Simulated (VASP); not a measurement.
Here is a VASP 6.6.1 calculation.

File INCAR:

```
PREC = Accurate ; ENCUT = 600
EDIFF = 1E-6 ; ISMEAR = -1
SIGMA = 0.1 ; LREAL = F
LASPH = T ; NELM = 60
ALGO = Normal ; ISIF = 3
LWAVE = F ; LCHARG = F
GGA = PS ; IVDW = 12
IBRION = 2 ; NSW = 80
EDIFFG = -0.03
```

The input KPOINTS:

```
Automatic mesh
0
Gamma
  9 9 9
```

Contents of POSCAR:

```
AlOs
1.0
    2.9979119800      0.0000000000      0.0000000000
    0.0000000000      2.9979119800      0.0000000000
    0.0000000000      0.0000000000      2.9979119800
Al Os
1 1
Direct
    0.0000000000      0.0000000000      0.0000000000
    0.5000000000      0.5000000000      0.5000000000
```

Potentials or basis: VASP PAW PBE potentials, release 64 (Al, Os).

Command:

```sh
$ cat potpaw_PBE.64/Al/POTCAR potpaw_PBE.64/Os/POTCAR > POTCAR
$ mpirun -np 1 vasp_std > vasp.out
```

(1) Predict the dispersion energy per atom.

(2) Estimate the space group after relaxing (to 0.05 Å).

(3) Estimate the relaxed cell.

Results:

(1) -0.541 eV.

(2) Pm-3m (No. 221).

(3) a = 2.971 Å, b = 2.971 Å, c = 2.971 Å, α = 90.00°, β = 90.00°, γ = 90.00°.
